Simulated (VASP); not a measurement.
Input of a VASP 6.6.1 run:

The input INCAR:

```
PREC     = Accurate       # precision mode
ENCUT    = 520            # plane-wave cutoff, eV
EDIFF    = 1E-6           # SCF threshold, eV
ISMEAR   = 0              # smearing method
SIGMA    = 0.15           # smearing width, eV
LREAL    = False          # projectors in reciprocal space
LASPH    = True           # aspherical terms in the spheres
NELM     = 80             # most SCF steps
ALGO     = Fast           # electronic algorithm
ISIF     = 2              # what is computed and relaxed
LWAVE    = False          # write WAVECAR
LCHARG   = False          # write CHGCAR
GGA      = PS             # functional
NBANDS   = 27             # bands
```

KPOINTS

```
Automatic mesh
0
Gamma
  18 18 8
```

POSCAR

```
Ta3N
1.0
    3.0005045844      0.0000000000      0.0000000000
   -1.5002522922      2.5985131942      0.0000000000
    0.0000000000      0.0000000000      7.4499251172
Ta N
3 1
Direct
    0.0000000000      0.0000000000      0.5000000000
    0.3333333333      0.6666666667      0.1725859884
    0.6666666667      0.3333333333      0.8274140116
   -0.0788542506     -0.0577253178      0.0000000000
```

Potentials or basis: VASP PAW PBE potentials, release 64 (Ta_pv, N).

Run with:

```sh
$ cat potpaw_PBE.64/Ta_pv/POTCAR potpaw_PBE.64/N/POTCAR > POTCAR
$ mpirun -np 1 vasp_std > vasp.out
```

Question: What does it give for the pressure?

Answer: 3.5 GPa.

Question: What does it give for the band gap on the k mesh?

Answer: Zero (bands 19 and 20 overlap by 0.98 eV).

Question: What does it give for the largest force?

Answer: 2.963 eV/Å.

Stress tensor (GPa, compression positive):
```
 2.91  1.15 -2.73
 1.15  2.70  0.07
-2.73  0.07  4.75
```

Caveat: the cell differs from its parent crystal (atom 4 (N) moved by (-0.150, -0.150) A along x and y); the cell stands under pressure; the PAW data sets were made with another functional, which shifts forces and pressure a little; spin-orbit coupling is left out, which moves the levels of the heavy elements.
